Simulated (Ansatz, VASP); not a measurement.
# One calculation of NaSnCl3, two programs

POSCAR

```
NaSnCl3
1.0
    5.5827456709      0.0000000000      0.0000000000
    0.0000000000      5.5827456709      0.0000000000
    0.0000000000      0.0000000000      5.5827456709
Na Sn Cl
1 1 3
Direct
    0.0000000000      0.0000000000      0.0000000000
    0.5000000000      0.5000000000      0.5000000000
    0.5000000000      0.5000000000      0.0000000000
    0.5000000000      0.0000000000      0.5000000000
    0.0000000000      0.5000000000      0.5000000000
```

File INCAR.step1:

```
PREC = Accurate ; ENCUT = 520
ISMEAR = 0 ; SIGMA = 0.01
LREAL = False ; LASPH = True
NELM = 100 ; NBANDS = 29
GGA = PE ; ALGO = Normal
EDIFF = 1E-4 ; LWAVE = True
LCHARG = False
```

The input INCAR.step2:

```
PREC = Accurate ; ENCUT = 520
EDIFF = 1E-7 ; ISMEAR = 0
SIGMA = 0.01 ; LREAL = False
LASPH = True ; NELM = 100
ALGO = Normal ; ISIF = 2
LWAVE = False ; LCHARG = False
METAGGA = R2SCAN ; LMIXTAU = True
NBANDS = 29 ; ISTART = 1
```

The input KPOINTS:

```
regular mesh
0
Gamma
  4 4 4
```

Input for Ansatz:

```yaml
crystal:
  lattice:
    - [5.5827456709, 0.0, 0.0]
    - [0.0, 5.5827456709, 0.0]
    - [0.0, 0.0, 5.5827456709]
  atoms:
    - { symbol: Na, position: [0.0, 0.0, 0.0] }
    - { symbol: Sn, position: [0.5, 0.5, 0.5] }
    - { symbol: Cl, position: [0.5, 0.5, 0.0] }
    - { symbol: Cl, position: [0.5, 0.0, 0.5] }
    - { symbol: Cl, position: [0.0, 0.5, 0.5] }
kpoints:
  mp_grid: { grid: [4, 4, 4] }
hamiltonian:
  xc: r2scan
scf:
  occupations: { method: fixed }
  n_extra_bands: 5
output:
  forces: true
  stress: true
  eigenvalues: true
```

Alike in both runs: task single point; functional r2SCAN; k mesh 4 × 4 × 4; no spin polarisation.

|  | VASP | Ansatz |
| --- | --- | --- |
| version | VASP 6.6.1 | Ansatz 0.2.0 |
| potentials or method | VASP PAW PBE potentials, release 64 (Na_pv, Sn_d, Cl) | plane waves, PAW |
| plane-wave cutoff (eV) | 520 | 500 |
| occupations | gaussian, width 0.01 eV | fixed |
| valence electrons in the cell | 42 | 44 |

|  | VASP | Ansatz | Ansatz less VASP |
| --- | --- | --- | --- |
| gap on the k mesh at the Fermi level (eV) | 1.13 | 1.12 | -0.012 |
| pressure (GPa) | -0.7 | -0.7 | +0.05 |

VASP's potentials were made for PBE, not for r2SCAN. VASP's potentials hold 42 valence electrons a cell and Ansatz's 44, so a difference there can come from the potentials and not from the codes.
